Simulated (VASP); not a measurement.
Input of a VASP 6.6.1 run:

Contents of POSCAR:

```
Se
1.0
    3.8490754953      2.2222647734      6.5642216712
   -3.8490754953      2.2222647734      6.5642216712
    0.0000000000     -4.4445295466      6.5642216712
Se
12
Direct
    0.0101900000      0.6536100000      0.0101900000
    0.0101900000      0.0101900000      0.6536100000
    0.6536100000      0.0101900000      0.0101900000
    0.9898100000      0.3463900000      0.9898100000
    0.3463900000      0.9898100000      0.9898100000
    0.9898100000      0.9898100000      0.3463900000
    0.2211800000      0.6306000000      0.2211800000
    0.2211800000      0.2211800000      0.6306000000
    0.6306000000      0.2211800000      0.2211800000
    0.7788200000      0.3694000000      0.7788200000
    0.3694000000      0.7788200000      0.7788200000
    0.7788200000      0.7788200000      0.3694000000
```

The input INCAR.step1:

```
PREC = Accurate
ENCUT = 520
ISMEAR = 0
SIGMA = 0.1
LREAL = F
LASPH = T
NELM = 100
NBANDS = 48
GGA = PE
ALGO = Normal
EDIFF = 1E-4
LWAVE = T
LCHARG = F
```

Contents of INCAR.step2:

```
PREC = Accurate
ENCUT = 520
EDIFF = 1E-6
ISMEAR = 0
SIGMA = 0.1
LREAL = F
LASPH = T
NELM = 100
ALGO = Normal
ISIF = 2
LWAVE = F
LCHARG = F
METAGGA = R2SCAN
LMIXTAU = T
NBANDS = 48
ISTART = 1
```

File KPOINTS:

```
regular mesh
0
Gamma
  3 3 3
```

Potentials or basis: VASP PAW PBE potentials, release 64 (Se).

Launch:

```console
$ cat potpaw_PBE.64/Se/POTCAR > POTCAR
$ cp INCAR.step1 INCAR
$ mpirun -np 1 vasp_std > vasp.out
$ cp INCAR.step2 INCAR
$ mpirun -np 1 vasp_std > vasp.out
```

Task: Predict the band gap on the k mesh.

Result: Zero (band 36 reaches 2.65 eV, above the bottom of band 37 at 2.24 eV).

Task: Predict the largest force.

Result: 2.449 eV/Å.

Stress tensor (GPa, compression positive):
```
2.34 0.00 0.00
0.00 2.34 0.00
0.00 0.00 3.02
```

Caveat: the PAW data sets were made with another functional, which shifts forces and pressure a little.
